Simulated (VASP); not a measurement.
A run of VASP 6.6.1 is set up as follows.

The input INCAR:

```
ALGO = Normal
EDIFF = 1E-6
EDIFFG = -0.005
ENCUT = 600
GGA = PE
IBRION = 2
ISIF = 3
ISMEAR = 0
LASPH = T
LCHARG = F
LREAL = F
LWAVE = F
NELM = 60
NSW = 100
PREC = Accurate
SIGMA = 0.02
```

KPOINTS

```
k-points
0
Gamma
  12 12 6
```

Contents of POSCAR:

```
SiC
1.0
    3.0760000000      0.0000000000      0.0000000000
   -1.5380000000      2.6638941420      0.0000000000
    0.0000000000      0.0000000000      5.0480000000
Si C
2 2
Direct
    0.6666666667      0.3333333333      0.0000000000
    0.3333333333      0.6666666667      0.5000000000
    0.6666666667      0.3333333333      0.3750000000
    0.3333333333      0.6666666667      0.8750000000
```

Potentials or basis: VASP PAW PBE potentials, release 64 (Si, C).

The run is started by

```bash
$ cat potpaw_PBE.64/Si/POTCAR potpaw_PBE.64/C/POTCAR > POTCAR
$ mpirun -np 1 vasp_std > vasp.out
```

Predict the band gap on the k mesh.

2.30 eV, indirect (least direct gap 3.94 eV).

What does it give for the relaxed cell?

a = 3.091 Å, b = 3.091 Å, c = 5.074 Å, α = 90.00°, β = 90.00°, γ = 120.00°.

What does it give for the relaxed volume?

10.50 Å³/atom.

Final structure:
```yaml
crystal:
  lattice:
    - [3.09137, 0.00000, 0.00000]
    - [-1.54568, 2.67720, 0.00000]
    - [0.00000, 0.00000, 5.07372]
  atoms:
    - { symbol: Si, position: [0.66667, 0.33333, 0.99960] }
    - { symbol: Si, position: [0.33333, 0.66667, 0.49960] }
    - { symbol: C, position: [0.66667, 0.33333, 0.37540] }
    - { symbol: C, position: [0.33333, 0.66667, 0.87540] }
```

A k mesh can miss the band edges. PBE usually gives volumes a little too large and moduli too small.
